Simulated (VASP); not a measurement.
# P (Pnnn) in VASP: single point with PBE

Aim: the single point of P with PBE.

All numbers are computed with VASP 6.6.1; they aren't measurements. Logs are shortened: lines on timing, memory, paths and dates and some standing lists are left out, and cuts for length are marked.

## (1) The cell of the first run

Symmetry: Pnnn, No. 48, orthorhombic system. Conventional cell: a = 3.119 Å, b = 5.707 Å, c = 6.537 Å, α = 90.00°, β = 90.00°, γ = 90.00°. P (site symmetry 1) has 5 P at 1.80 to 2.29 Å within 2.4 Å.

The cell was generated, and may not be a known phase.

## (2) Single point, PBE

The input, INCAR:

```
SYSTEM = P
ALGO = Normal
EDIFF = 1E-6
ENCUT = 520
GGA = PE
ISIF = 2
ISMEAR = 0
LASPH = .TRUE.
LCHARG = .FALSE.
LREAL = .FALSE.
LWAVE = .FALSE.
NBANDS = 30
NELM = 80
PREC = Accurate
SIGMA = 0.1
```

The input, KPOINTS:

```
k-points
0
G
  6 4 4
  0 0 0
```

The input, POSCAR:

```
P
1.0
    3.1193750800      0.0000000000      0.0000000000
    0.0000000000      5.7068575700      0.0000000000
    0.0000000000      0.0000000000      6.5370839100
P
8
Direct
    0.2016419900      0.1656220000      0.0989970000
    0.7016419900      0.3343780000      0.5989970000
    0.2016419900      0.8343780000      0.9010030000
    0.2983580100      0.6656220000      0.5989970000
    0.2983580100      0.3343780000      0.4010030000
    0.7983580100      0.1656220000      0.9010030000
    0.7983580100      0.8343780000      0.0989970000
    0.7016419900      0.6656220000      0.4010030000
```

Potentials or basis: VASP PAW PBE potentials, release 64 (P).

Command:

```
cat potpaw_PBE.64/P/POTCAR > POTCAR
mpirun -np 1 vasp_std > vasp.out
```

OUTCAR:

```text
SYSTEM = P
   EDIFF = 1E-6
   ENCUT = 520
   GGA = PE
   ISIF = 2
   ISMEAR = 0
   LASPH = .TRUE.
   LREAL = .FALSE.
   NELM = 80
   PREC = Accurate

 ion  position               nearest neighbor table
   1  0.202  0.166  0.099-   6 1.80   5 2.22   6 2.27   7 2.27   3 2.29   7 2.65
   2  0.702  0.334  0.599-   5 1.80   6 2.22   5 2.27   4 2.27   8 2.29   4 2.65
   3  0.202  0.834  0.901-   7 1.80   4 2.22   7 2.27   6 2.27   1 2.29   6 2.65
   4  0.298  0.666  0.599-   8 1.80   3 2.22   8 2.27   2 2.27   5 2.29   2 2.65
   5  0.298  0.334  0.401-   2 1.80   1 2.22   2 2.27   8 2.27   4 2.29   8 2.65
   6  0.798  0.166  0.901-   1 1.80   2 2.22   1 2.27   3 2.27   7 2.29   3 2.65
   7  0.798  0.834  0.099-   3 1.80   8 2.22   3 2.27   1 2.27   6 2.29   1 2.65
   8  0.702  0.666  0.401-   4 1.80   7 2.22   4 2.27   5 2.27   2 2.29   5 2.65

  LATTYP: Found a simple orthorhombic cell.
 ALAT       =     3.1193750800
 B/A-ratio  =     1.8294874530
 C/A-ratio  =     2.0956389477

  Lattice vectors:

 A1 = (   3.1193750800,   0.0000000000,   0.0000000000)
 A2 = (   0.0000000000,   5.7068575700,   0.0000000000)
 A3 = (   0.0000000000,   0.0000000000,   6.5370839100)

Analysis of symmetry for initial positions (statically):
=====================================================================
 Subroutine PRICEL returns:
 Original cell was already a primitive cell.

 Routine SETGRP: Setting up the symmetry group for a
 simple orthorhombic supercell.

 Subroutine GETGRP returns: Found  8 space group operations
 (whereof  4 operations were pure point group operations)
 out of a pool of  8 trial point group operations.

The static configuration has the point symmetry D_2 .
 The point group associated with its full space group is D_2h.

Analysis of symmetry for dynamics (positions and initial velocities):
=====================================================================
 Subroutine PRICEL returns:
 Original cell was already a primitive cell.

 Routine SETGRP: Setting up the symmetry group for a
 simple orthorhombic supercell.

 Subroutine GETGRP returns: Found  8 space group operations
 (whereof  4 operations were pure point group operations)
 out of a pool of  8 trial point group operations.

The dynamic configuration has the point symmetry D_2 .
 The point group associated with its full space group is D_2h.

 Subroutine INISYM returns: Found  8 space group operations
 (whereof  4 operations are pure point group operations),
 and found     1 'primitive' translations

----------------------------------------------------------------------------------------

                                     Primitive cell

  volume of cell :     116.3721

  direct lattice vectors                    reciprocal lattice vectors
     3.119375080  0.000000000  0.000000000     0.320577030  0.000000000  0.000000000
     0.000000000  5.706857570  0.000000000     0.000000000  0.175227783  0.000000000
     0.000000000  0.000000000  6.537083910     0.000000000  0.000000000  0.152973407

  length of vectors
     3.119375080  5.706857570  6.537083910     0.320577030  0.175227783  0.152973407

  position of ions in fractional coordinates (direct lattice)
     0.201641990  0.165622000  0.098997000
     0.701641990  0.334378000  0.598997000
     0.201641990  0.834378000  0.901003000
     0.298358010  0.665622000  0.598997000
     0.298358010  0.334378000  0.401003000
     0.798358010  0.165622000  0.901003000
     0.798358010  0.834378000  0.098997000
     0.701641990  0.665622000  0.401003000

  ion indices of the primitive-cell ions
   primitive index   ion index
                 1           1
                 2           2
                 3           3
                 4           4
                 5           5
                 6           6
                 7           7
                 8           8

----------------------------------------------------------------------------------------

 KPOINTS: k-points

Automatic generation of k-mesh.
 Grid dimensions read from file:
 generate k-points for:    6    4    4

 Generating k-lattice:

  Cartesian coordinates                     Fractional coordinates (reciprocal lattice)
     0.053429505  0.000000000  0.000000000     0.166666667  0.000000000  0.000000000
     0.000000000  0.043806946  0.000000000     0.000000000  0.250000000  0.000000000
     0.000000000  0.000000000  0.038243352     0.000000000  0.000000000  0.250000000

  Length of vectors
     0.053429505  0.043806946  0.038243352

  Shift w.r.t. Gamma in fractional coordinates (k-lattice)
     0.000000000  0.000000000  0.000000000

 Subroutine IBZKPT returns following result:
 ===========================================

 Found     36 irreducible k-points:

 Following reciprocal coordinates:
            Coordinates               Weight
  0.000000  0.000000  0.000000      1.000000
  0.166667  0.000000  0.000000      2.000000
  0.333333  0.000000  0.000000      2.000000
  0.500000  0.000000  0.000000      1.000000
  0.000000  0.250000  0.000000      2.000000
  0.166667  0.250000  0.000000      4.000000
[... 16 lines left out ...]
  0.333333  0.500000  0.250000      4.000000
  0.500000  0.500000  0.250000      2.000000
 [... further k-points ...]
   k-points           NKPTS =     36   k-points in BZ     NKDIM =     36   number of bands    NBANDS=     30
   number of dos      NEDOS =    301   number of ions     NIONS =      8
   total plane-waves  NPLWV =  50400
   dimension x,y,z NGX =    24 NGY =   42 NGZ =   50
   dimension x,y,z NGXF=    48 NGYF=   84 NGZF=  100
   ions per type =               8
   NGX,Y,Z   is equivalent  to a cutoff of  12.79, 12.23, 12.72 a.u.
   NGXF,Y,Z  is equivalent  to a cutoff of  25.58, 24.47, 25.43 a.u.
 SYSTEM =  P
   PREC   = accura    normal or accurate (medium, high low for compatibility)
   ISTART =      0    job   : 0-new  1-cont  2-samecut
   ICHARG =      2    charge: 1-file 2-atom 10-const
   ISPIN  =      1    spin polarized calculation?
   LNONCOLLINEAR =      F non collinear calculations
   LSORBIT =      F    spin-orbit coupling
   LASPH  =      T    aspherical Exc in radial PAW
   ENCUT  =  520.0 eV  38.22 Ry    6.18 a.u.   5.80 10.61 12.15*2*pi/ulx,y,z
   NELM   =     80;   NELMIN=  2; NELMDL= -5     # of ELM steps
   EDIFF  = 0.1E-05   stopping-criterion for ELM
   LREAL  =      F    real-space projection
   EDIFFG = 0.1E-04   stopping-criterion for IOM
   NSW    =      0    number of steps for IOM
   IBRION =     -1    ionic relax: 0-MD 1-quasi-New 2-CG
   NFREE  =      0    steps in history (QN), initial steepest desc. (CG)
   ISIF   =      2    stress and relaxation
   ISYM   =      2    0-nonsym 1-usesym 2-fastsym
   POTIM  = 0.5000    time-step for ionic-motion
   TEBEG  =    0.0;   TEEND  =   0.0 temperature during run
   PSTRESS=    0.0 pullay stress
   NELECT =      40.0000    total number of electrons
   NUPDOWN=      -1.0000    fix difference up-down
   EMIN   =  10.00;   EMAX   =-10.00  energy-range for DOS
   EFERMI =   0.00;   METHOD = LEGACY
   ISMEAR =     0;   SIGMA  =   0.10  broadening in eV -4-tet -1-fermi 0-gaus
   EFERMI_NEDOS =   21; number of points for ismear=-14 and -15
   IALGO  =     38    algorithm
   IMIX   =      4    mixing-type and parameters
     AMIX     =   0.40;   BMIX     =  1.00
     AMIX_MAG =   1.60;   BMIX_MAG =  1.00
  volume/ion in A,a.u.               =      14.55        98.16
  Fermi-wavevector in a.u.,A,eV,Ry     =   1.146776  2.167092 17.892957  1.315095
  Thomas-Fermi vector in A             =   2.283459
   LORBIT       =      0    0 simple, 1 ext, 2 COOP (PROOUT), +10 PAW based schemes
   GGA     = PE    functional components
   LHFCALC =     F    Hartree Fock is set to
   AEXX    =    0.0000 exact exchange contribution
   IVDW    =     0    specifies the selected vdW correction
   LEPSILON=     F    determine dielectric tensor
   LRPA    =     F    only Hartree local field effects (RPA)
 non-spin polarized calculation
 Gauss-broadening in eV      SIGMA  =   0.10
  energy-cutoff  :      520.00
  volume of cell :      116.37
 maximum number of plane-waves:      3172
 NGX is ok and might be reduce to    24
   NGX = 11   NGY = 21   NGZ = 25

 number of electron      39.9999997 magnetization

 Free energy of the ion-electron system (eV)
  ---------------------------------------------------
  ext. energy  EPLUGINS =         0.00000000
  ---------------------------------------------------
  free energy    TOTEN  =       -27.31702858 eV

  energy without entropy =      -27.28400636  energy(sigma->0) =      -27.30051747

 E-fermi :   9.6397     XC(G=0): -10.8687

 val. band max:        9.6176087260   @ k =   0.5000   0.5000   0.2500
 cond. band min:       9.6476188885   @ k =   0.1667   0.5000   0.5000
 fundamental gap:      0.0300101625
 Fermi energy:         9.6396625841

 k-point     1 :       0.0000    0.0000    0.0000
  band No.  band energies     occupation
      1      -9.8424      2.00000
      2      -9.0114      2.00000
      3      -5.2966      2.00000
      4      -3.5598      2.00000
      5      -3.3356      2.00000
      6      -0.5298      2.00000
[... 22 lines left out ...]
     29      14.0493      0.00000
     30      14.6059      0.00000

 k-point     2 :       0.1667    0.0000    0.0000
  band No.  band energies     occupation
      1      -9.4891      2.00000
      2      -8.6774      2.00000
      3      -4.9558      2.00000
      4      -3.2738      2.00000
      5      -2.9795      2.00000
      6      -0.7757      2.00000
[... 22 lines left out ...]
     29      14.3131      0.00000
     30      14.8865      0.00000

 k-point     3 :       0.3333    0.0000    0.0000
  band No.  band energies     occupation
      1      -8.4982      2.00000
      2      -7.8042      2.00000
      3      -3.9986      2.00000
      4      -2.8080      2.00000
      5      -2.6531      2.00000
      6      -2.0725      2.00000
[... 682 lines left out ...]
     29      14.0508      0.00000
     30      14.6550      0.00000

 k-point    24 :       0.5000    0.5000    0.2500
  band No.  band energies     occupation
      1      -7.4531      2.00000
      2      -7.2247      2.00000
      3      -4.2385      2.00000
      4      -3.8890      2.00000
      5      -2.7708      2.00000
      6      -2.1031      2.00000
[... 22 lines left out ...]
     29      14.0674      0.00000
     30      14.3856      0.00000

 [... further k-points ...]

------------------------ aborting loop because EDIFF is reached ----------------------------------------

  FORCE on cell =-STRESS in cart. coord.  units (eV):
  Direction    XX          YY          ZZ          XY          YZ          ZX
  --------------------------------------------------------------------------------------
  -------------------------------------------------------------------------------------
  Total       53.9612383     21.6307712     46.5962368      0.0000000      0.0000000      0.0000000
  in kB      742.9229904    297.8063088    641.5237434      0.0000000      0.0000000      0.0000000
  external PRESSURE =     560.7510142 kB  Pullay stress =       0.0000000 kB

 VOLUME and BASIS-vectors are now :
 -----------------------------------------------------------------------------
  energy-cutoff  :      520.00
  volume of cell :      116.37
      direct lattice vectors                 reciprocal lattice vectors
     3.119375080  0.000000000  0.000000000     0.320577030  0.000000000  0.000000000
     0.000000000  5.706857570  0.000000000     0.000000000  0.175227783  0.000000000
     0.000000000  0.000000000  6.537083910     0.000000000  0.000000000  0.152973407

 POSITION                                       TOTAL-FORCE (eV/Angst)
 -----------------------------------------------------------------------------------
      0.62900      0.94518      0.64715         7.571915      2.015603      7.520004
      2.18868      1.90825      3.91569         7.571915     -2.015603      7.520004
      0.62900      4.76168      5.88993         7.571915     -2.015603     -7.520004
      0.93069      3.79861      3.91569        -7.571915      2.015603      7.520004
      0.93069      1.90825      2.62139        -7.571915     -2.015603     -7.520004
      2.49038      0.94518      5.88993        -7.571915      2.015603     -7.520004
      2.49038      4.76168      0.64715        -7.571915     -2.015603      7.520004
      2.18868      3.79861      2.62139         7.571915      2.015603     -7.520004
 -----------------------------------------------------------------------------------
    total drift:                                0.000000      0.000000      0.000000

  FREE ENERGIE OF THE ION-ELECTRON SYSTEM (eV)
  ---------------------------------------------------
  free  energy   TOTEN  =       -27.3170285848 eV

  energy  without entropy=      -27.2840063573  energy(sigma->0) =      -27.30051747
```

Wall time 2.5 min (1 thread of Intel Xeon 8259CL, shared host); peak memory 0.25 GiB.

Results:

| Quantity | Value |
| --- | --- |
| Free energy | -27.3170 eV |
| Pressure | 56.1 GPa |
| Largest force | 10.860 eV/Å |
| Band gap on the k mesh | zero (bands 20 and 21 overlap by 2.05 eV) |

Forces on the atoms (eV/Å):
```
P    7.572  2.016  7.520
P    7.572 -2.016  7.520
P    7.572 -2.016 -7.520
P   -7.572  2.016  7.520
P   -7.572 -2.016 -7.520
P   -7.572  2.016 -7.520
P   -7.572 -2.016  7.520
P    7.572  2.016 -7.520
```

Levels at points of the mesh, in eV from the Fermi level:
```
           k point  band 17  band 18  band 19  band 20  band 21  band 22  band 23  band 24
(0.00, 0.00, 0.00)    -1.90    -0.74    -0.72    -0.29    -0.09     0.55     0.75     2.90
(0.50, 0.00, 0.00)    -2.58    -2.58     0.04     0.04     0.54     0.54     1.92     1.92
(0.00, 0.50, 0.00)    -1.74    -1.74    -0.64    -0.64     0.40     0.40     1.29     1.29
(0.50, 0.50, 0.00)    -2.11    -2.11    -1.52    -1.52     0.18     0.18     0.78     0.78
(0.00, 0.00, 0.50)    -1.93    -1.93     1.31     1.31     1.40     1.40     2.37     2.37
(0.50, 0.00, 0.50)    -2.59    -2.59    -2.18    -2.18     0.11     0.11     0.43     0.43
(0.00, 0.50, 0.50)    -2.14    -2.14    -1.04    -1.04    -0.02    -0.02     2.11     2.11
(0.50, 0.50, 0.50)    -1.93    -1.87    -1.62    -0.44     0.34     0.35     0.91     1.65
```

Caveat: the stress differs along the axes, from 30 to 74 GPa; forces of over 1 eV/Å act on the atoms, so gaps and moduli don't describe the material at rest.

The gap in the log of VASP goes by the Fermi energy; the results here count the filled bands.